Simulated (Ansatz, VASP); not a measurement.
## One calculation of Ba, two programs

File INCAR:

```
SYSTEM = Ba
PREC     = Accurate       ! precision mode
ENCUT    = 520            ! plane-wave cutoff, eV
EDIFF    = 1E-7           ! SCF threshold, eV
ISMEAR   = 1              ! smearing method
SIGMA    = 0.1            ! smearing width, eV
LREAL    = .False.        ! projectors in reciprocal space
LASPH    = .True.         ! aspherical terms in the spheres
NELM     = 100            ! most SCF steps
ALGO     = Normal         ! electronic algorithm
ISIF     = 2              ! what is computed and relaxed
LWAVE    = .False.        ! write WAVECAR
LCHARG   = .False.        ! write CHGCAR
GGA      = PE             ! functional
NBANDS   = 11             ! bands
```

File KPOINTS:

```
regular mesh
0
Gamma
  9 9 9
  0 0 0
```

POSCAR

```
Ba
1.0
   -2.5124914082      2.5124914082      2.5124914082
    2.5124914082     -2.5124914082      2.5124914082
    2.5124914082      2.5124914082     -2.5124914082
Ba
1
Direct
    0.0000000000      0.0000000000      0.0000000000
```

Input for Ansatz:

```yaml
crystal:
  lattice:
    - [-2.5124914082, 2.5124914082, 2.5124914082]
    - [2.5124914082, -2.5124914082, 2.5124914082]
    - [2.5124914082, 2.5124914082, -2.5124914082]
  atoms:
    - { symbol: Ba, position: [0.0, 0.0, 0.0] }
hamiltonian:
  xc: pbe
  pseudopotentials:
    kind: paw
    azcp:
      Ba: "pseudopotentials/Ba.paw.azcp"
basis:
  ecutwfc: 420
  fft_grid_basis: typed
kpoints:
  mp_grid: { grid: [9, 9, 9], shift: [0, 0, 0] }
magnetization:
  spin_polarized: false
scf:
  occupations: { method: methfessel_paxton, width: 0.1 }
  lower_state_search: "off"
output:
  stress: true
```

Alike in both runs: task single point; functional PBE; k mesh 9 × 9 × 9; occupations methfessel-paxton of order 1, width 0.1 eV; no spin polarisation.

|  | VASP | Ansatz |
| --- | --- | --- |
| version | VASP 6.6.1 | Ansatz 0.2.0 |
| potentials or method | VASP PAW PBE potentials, release 64 (Ba_sv), cutoff 520 eV | plane waves (420 eV) with PAW, scalar-relativistic |
| valence electrons in the cell | 10 | 10 |

```csv
,VASP,Ansatz,Ansatz less VASP
pressure (GPa),0.0,0.0,-0.05
```

Spin-orbit coupling is off throughout.
